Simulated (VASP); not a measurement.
# KF (Carobbiite) (Fm-3m) in VASP: single point with PBE

Aim: the single point of KF (Carobbiite) with PBE.

All numbers are computed with VASP 6.6.1; they aren't measurements. Logs are shortened: lines on timing, memory, paths and dates and some standing lists are left out, and cuts for length are marked.

### Step 1. The cell of the first run

It takes space group Fm-3m (No. 225, cubic). Conventional cell: a = 5.594 Å, b = 5.594 Å, c = 5.594 Å, α = 90.00°, β = 90.00°, γ = 90.00°. K (site symmetry m-3m) has 6 F at 2.80 Å within 3.7 Å. Within 3.7 Å of F (site symmetry m-3m) lie 6 K at 2.80 Å.

### Step 2. Single point, PBE (volume scaled by 1.10)

Input file INCAR:

```
SYSTEM = KF
PREC = Accurate ; ENCUT = 520
EDIFF = 1E-7 ; ISMEAR = 0
SIGMA = 0.02 ; LREAL = .False.
LASPH = .True. ; NELM = 80
ALGO = Normal ; ISIF = 2
LWAVE = .False. ; LCHARG = .False.
GGA = PE ; NBANDS = 15
```

Input file KPOINTS:

```
regular mesh
0
Gamma
  8 8 8
  0 0 0
```

Input file POSCAR:

```
KF
1.0
    0.0000000000      2.7968250912      2.7968250912
    2.7968250912      0.0000000000      2.7968250912
    2.7968250912      2.7968250912      0.0000000000
K F
1 1
Direct
    0.0000000000      0.0000000000      0.0000000000
    0.5000000000      0.5000000000      0.5000000000
```

Potentials or basis: VASP PAW PBE potentials, release 64 (K_sv, F).

Command:

```sh
> cat potpaw_PBE.64/K_sv/POTCAR potpaw_PBE.64/F/POTCAR > POTCAR
> mpirun -np 1 vasp_std > vasp.out
```

OUTCAR:

```text
SYSTEM = KF
   PREC = Accurate
   ENCUT = 520
   EDIFF = 1E-7
   ISMEAR = 0
   LREAL = .False.
   LASPH = .True.
   NELM = 80
   ISIF = 2
   GGA = PE

 ion  position               nearest neighbor table
   1  0.000  0.000  0.000-   2 2.80   2 2.80   2 2.80   2 2.80   2 2.80   2 2.80
   2  0.500  0.500  0.500-   1 2.80   1 2.80   1 2.80   1 2.80   1 2.80   1 2.80

  LATTYP: Found a face centered cubic cell.
 ALAT       =     5.5936501824

  Lattice vectors:

 A1 = (   0.0000000000,   2.7968250912,   2.7968250912)
 A2 = (   2.7968250912,   0.0000000000,   2.7968250912)
 A3 = (   2.7968250912,   2.7968250912,   0.0000000000)

Analysis of symmetry for initial positions (statically):
=====================================================================
 Subroutine PRICEL returns:
 Original cell was already a primitive cell.

 Routine SETGRP: Setting up the symmetry group for a
 face centered cubic supercell.

 Subroutine GETGRP returns: Found 48 space group operations
 (whereof 48 operations were pure point group operations)
 out of a pool of 48 trial point group operations.

The static configuration has the point symmetry O_h .

Analysis of symmetry for dynamics (positions and initial velocities):
=====================================================================
 Subroutine PRICEL returns:
 Original cell was already a primitive cell.

 Routine SETGRP: Setting up the symmetry group for a
 face centered cubic supercell.

 Subroutine GETGRP returns: Found 48 space group operations
 (whereof 48 operations were pure point group operations)
 out of a pool of 48 trial point group operations.

The dynamic configuration has the point symmetry O_h .

 Subroutine INISYM returns: Found 48 space group operations
 (whereof 48 operations are pure point group operations),
 and found     1 'primitive' translations

----------------------------------------------------------------------------------------

                                     Primitive cell

  volume of cell :      43.7548

  direct lattice vectors                    reciprocal lattice vectors
     0.000000000  2.796825091  2.796825091    -0.178774140  0.178774140  0.178774140
     2.796825091  0.000000000  2.796825091     0.178774140 -0.178774140  0.178774140
     2.796825091  2.796825091  0.000000000     0.178774140  0.178774140 -0.178774140

  length of vectors
     3.955307976  3.955307976  3.955307976     0.309645893  0.309645893  0.309645893

  position of ions in fractional coordinates (direct lattice)
     0.000000000  0.000000000  0.000000000
     0.500000000  0.500000000  0.500000000

  ion indices of the primitive-cell ions
   primitive index   ion index
                 1           1
                 2           2

----------------------------------------------------------------------------------------

 KPOINTS: regular mesh

Automatic generation of k-mesh.
 Grid dimensions read from file:
 generate k-points for:    8    8    8

 Generating k-lattice:

  Cartesian coordinates                     Fractional coordinates (reciprocal lattice)
    -0.022346767  0.022346767  0.022346767     0.125000000  0.000000000  0.000000000
     0.022346767 -0.022346767  0.022346767     0.000000000  0.125000000  0.000000000
     0.022346767  0.022346767 -0.022346767     0.000000000  0.000000000  0.125000000

  Length of vectors
     0.038705737  0.038705737  0.038705737

  Shift w.r.t. Gamma in fractional coordinates (k-lattice)
     0.000000000  0.000000000  0.000000000

 Subroutine IBZKPT returns following result:
 ===========================================

 Found     29 irreducible k-points:

 Following reciprocal coordinates:
            Coordinates               Weight
  0.000000  0.000000  0.000000      1.000000
  0.125000  0.000000  0.000000      8.000000
  0.250000  0.000000  0.000000      8.000000
  0.375000  0.000000  0.000000      8.000000
  0.500000  0.000000  0.000000      4.000000
  0.125000  0.125000  0.000000      6.000000
[... 16 lines left out ...]
  0.500000  0.250000  0.125000     48.000000
 -0.375000  0.250000  0.125000     24.000000
 [... further k-points ...]
   k-points           NKPTS =     29   k-points in BZ     NKDIM =     29   number of bands    NBANDS=     15
   number of dos      NEDOS =    301   number of ions     NIONS =      2
   total plane-waves  NPLWV =  27000
   dimension x,y,z NGX =    30 NGY =   30 NGZ =   30
   dimension x,y,z NGXF=    60 NGYF=   60 NGZF=   60
   ions per type =               1   1
   NGX,Y,Z   is equivalent  to a cutoff of  12.61, 12.61, 12.61 a.u.
   NGXF,Y,Z  is equivalent  to a cutoff of  25.22, 25.22, 25.22 a.u.
 SYSTEM =  KF
   PREC   = accura    normal or accurate (medium, high low for compatibility)
   ISTART =      0    job   : 0-new  1-cont  2-samecut
   ICHARG =      2    charge: 1-file 2-atom 10-const
   ISPIN  =      1    spin polarized calculation?
   LNONCOLLINEAR =      F non collinear calculations
   LSORBIT =      F    spin-orbit coupling
   LASPH  =      T    aspherical Exc in radial PAW
   ENCUT  =  520.0 eV  38.22 Ry    6.18 a.u.   7.35  7.35  7.35*2*pi/ulx,y,z
   NELM   =     80;   NELMIN=  2; NELMDL= -5     # of ELM steps
   EDIFF  = 0.1E-06   stopping-criterion for ELM
   LREAL  =      F    real-space projection
   EDIFFG = 0.1E-05   stopping-criterion for IOM
   NSW    =      0    number of steps for IOM
   IBRION =     -1    ionic relax: 0-MD 1-quasi-New 2-CG
   NFREE  =      0    steps in history (QN), initial steepest desc. (CG)
   ISIF   =      2    stress and relaxation
   ISYM   =      2    0-nonsym 1-usesym 2-fastsym
   POTIM  = 0.5000    time-step for ionic-motion
   TEBEG  =    0.0;   TEEND  =   0.0 temperature during run
   PSTRESS=    0.0 pullay stress
   NELECT =      16.0000    total number of electrons
   NUPDOWN=      -1.0000    fix difference up-down
   EMIN   =  10.00;   EMAX   =-10.00  energy-range for DOS
   EFERMI =   0.00;   METHOD = LEGACY
   ISMEAR =     0;   SIGMA  =   0.02  broadening in eV -4-tet -1-fermi 0-gaus
   EFERMI_NEDOS =   21; number of points for ismear=-14 and -15
   IALGO  =     38    algorithm
   IMIX   =      4    mixing-type and parameters
     AMIX     =   0.40;   BMIX     =  1.00
     AMIX_MAG =   1.60;   BMIX_MAG =  1.00
  volume/ion in A,a.u.               =      21.88       147.64
  Fermi-wavevector in a.u.,A,eV,Ry     =   1.170684  2.212271 18.646784  1.370500
  Thomas-Fermi vector in A             =   2.307138
   LORBIT       =      0    0 simple, 1 ext, 2 COOP (PROOUT), +10 PAW based schemes
   GGA     = PE    functional components
   LHFCALC =     F    Hartree Fock is set to
   AEXX    =    0.0000 exact exchange contribution
   IVDW    =     0    specifies the selected vdW correction
   LEPSILON=     F    determine dielectric tensor
   LRPA    =     F    only Hartree local field effects (RPA)
 non-spin polarized calculation
 Gauss-broadening in eV      SIGMA  =   0.02
  energy-cutoff  :      520.00
  volume of cell :       43.75
 maximum number of plane-waves:      1243
 NGX is ok and might be reduce to    30
   NGX = 15   NGY = 15   NGZ = 15

 number of electron      16.0000010 magnetization

 Free energy of the ion-electron system (eV)
  ---------------------------------------------------
  ext. energy  EPLUGINS =         0.00000000
  ---------------------------------------------------
  free energy    TOTEN  =        -8.27407836 eV

  energy without entropy =       -8.27407836  energy(sigma->0) =       -8.27407836

 E-fermi :  -2.9382     XC(G=0):  -7.8026

 val. band max:       -3.1255366994   @ k =   0.0000   0.0000   0.0000
 cond. band min:       2.3758036751   @ k =   0.0000   0.0000   0.0000
 fundamental gap:      5.5013403745
 Fermi energy:        -2.9381542329

 k-point     1 :       0.0000    0.0000    0.0000
  band No.  band energies     occupation
      1     -29.6733      2.00000
      2     -21.7119      2.00000
      3     -13.0022      2.00000
      4     -13.0022      2.00000
      5     -13.0022      2.00000
      6      -3.1255      2.00000
      7      -3.1255      2.00000
      8      -3.1255      2.00000
      9       2.3758      0.00000
     10       7.1523      0.00000
     11       7.1523      0.00000
     12       7.1523      0.00000
     13       8.6520      0.00000
     14       8.6520      0.00000
     15      12.9033      0.00000

 k-point     2 :       0.1250    0.0000    0.0000
  band No.  band energies     occupation
      1     -29.6662      2.00000
      2     -21.7167      2.00000
      3     -13.0321      2.00000
      4     -13.0064      2.00000
      5     -13.0064      2.00000
      6      -3.2406      2.00000
      7      -3.1632      2.00000
      8      -3.1632      2.00000
      9       2.7599      0.00000
     10       6.9099      0.00000
     11       7.3334      0.00000
     12       7.3334      0.00000
     13       8.7589      0.00000
     14       8.7589      0.00000
     15      13.5562      0.00000

 k-point     3 :       0.2500    0.0000    0.0000
  band No.  band energies     occupation
      1     -29.6489      2.00000
      2     -21.7293      2.00000
      3     -13.1039      2.00000
      4     -13.0165      2.00000
      5     -13.0165      2.00000
      6      -3.4853      2.00000
      7      -3.2527      2.00000
      8      -3.2527      2.00000
      9       3.7434      0.00000
     10       6.5267      0.00000
     11       7.7727      0.00000
     12       7.7727      0.00000
     13       9.1144      0.00000
     14       9.1144      0.00000
     15      14.1719      0.00000

 k-point     4 :       0.3750    0.0000    0.0000
  band No.  band energies     occupation
      1     -29.6315      2.00000
      2     -21.7424      2.00000
      3     -13.1748      2.00000
      4     -13.0266      2.00000
      5     -13.0266      2.00000
      6      -3.6973      2.00000
      7      -3.3401      2.00000
      8      -3.3401      2.00000
      9       4.8735      0.00000
     10       6.3881      0.00000
     11       8.1627      0.00000
     12       8.1627      0.00000
     13       9.7877      0.00000
     14       9.7877      0.00000
     15      12.4953      0.00000
[... 307 lines left out ...]
 k-point    22 :       0.3750    0.2500    0.1250
  band No.  band energies     occupation
      1     -29.6368      2.00000
      2     -21.7287      2.00000
      3     -13.1305      2.00000
      4     -13.0959      2.00000
      5     -13.0370      2.00000
      6      -3.5591      2.00000
      7      -3.2849      2.00000
      8      -3.2062      2.00000
      9       4.4013      0.00000
     10       6.0009      0.00000
     11       8.1079      0.00000
     12       8.3387      0.00000
     13       9.0635      0.00000
     14       9.5546      0.00000
     15      13.5400      0.00000

 k-point    23 :       0.5000    0.2500    0.1250
  band No.  band energies     occupation
      1     -29.6234      2.00000
      2     -21.7326      2.00000
      3     -13.1925      2.00000
      4     -13.1312      2.00000
      5     -13.0492      2.00000
      6      -3.5987      2.00000
      7      -3.3502      2.00000
      8      -3.2745      2.00000
      9       5.3512      0.00000
     10       6.0282      0.00000
     11       7.9275      0.00000
     12       8.7634      0.00000
     13       9.5432      0.00000
     14      10.4003      0.00000
     15      11.6358      0.00000

 k-point    24 :      -0.3750    0.2500    0.1250
  band No.  band energies     occupation
      1     -29.6178      2.00000
      2     -21.7342      2.00000
      3     -13.2211      2.00000
      4     -13.1414      2.00000
      5     -13.0557      2.00000
      6      -3.6057      2.00000
      7      -3.3445      2.00000
      8      -3.3445      2.00000
      9       5.7151      0.00000
     10       6.2840      0.00000
     11       7.8065      0.00000
     12       8.8718      0.00000
     13       9.9475      0.00000
     14      10.8090      0.00000
     15      10.8227      0.00000

 [... further k-points ...]

------------------------ aborting loop because EDIFF is reached ----------------------------------------

  FORCE on cell =-STRESS in cart. coord.  units (eV):
  Direction    XX          YY          ZZ          XY          YZ          ZX
  --------------------------------------------------------------------------------------
  -------------------------------------------------------------------------------------
  Total       -0.6037078     -0.6037078     -0.6037078      0.0000000      0.0000000      0.0000000
  in kB      -22.1060642    -22.1060642    -22.1060642      0.0000000      0.0000000      0.0000000
  external PRESSURE =     -22.1060642 kB  Pullay stress =       0.0000000 kB

 VOLUME and BASIS-vectors are now :
 -----------------------------------------------------------------------------
  energy-cutoff  :      520.00
  volume of cell :       43.75
      direct lattice vectors                 reciprocal lattice vectors
     0.000000000  2.796825091  2.796825091    -0.178774140  0.178774140  0.178774140
     2.796825091  0.000000000  2.796825091     0.178774140 -0.178774140  0.178774140
     2.796825091  2.796825091  0.000000000     0.178774140  0.178774140 -0.178774140

 POSITION                                       TOTAL-FORCE (eV/Angst)
 -----------------------------------------------------------------------------------
      0.00000      0.00000      0.00000         0.000000      0.000000      0.000000
      2.79683      2.79683      2.79683        -0.000000     -0.000000     -0.000000
 -----------------------------------------------------------------------------------
    total drift:                                0.000000      0.000000      0.000000

  FREE ENERGIE OF THE ION-ELECTRON SYSTEM (eV)
  ---------------------------------------------------
  free  energy   TOTEN  =        -8.2740783588 eV

  energy  without entropy=       -8.2740783588  energy(sigma->0) =       -8.27407836
```

Run time: 31 s. Hardware: 1 thread of AMD EPYC 7R43 (Zen 3), shared host; peak memory 0.13 GiB.

Results:

* Free energy: -8.2741 eV
* Pressure: -2.2 GPa
* Band gap on the k mesh: 5.50 eV, direct

Levels at points of the mesh, in eV from the valence-band top:
```tsv
k point	band 4	band 5	band 6	band 7	band 8	band 9	band 10	band 11	band 12	band 13
(0.00, 0.00, 0.00)	-9.88	-9.88	0.00	0.00	0.00	5.50	10.28	10.28	10.28	11.78
(0.50, 0.00, 0.00)	-9.91	-9.91	-0.65	-0.25	-0.25	8.49	9.63	11.42	11.42	13.42
(0.50, 0.50, 0.00)	-10.01	-10.01	-0.26	-0.08	-0.08	8.05	9.56	10.76	12.88	13.39
```
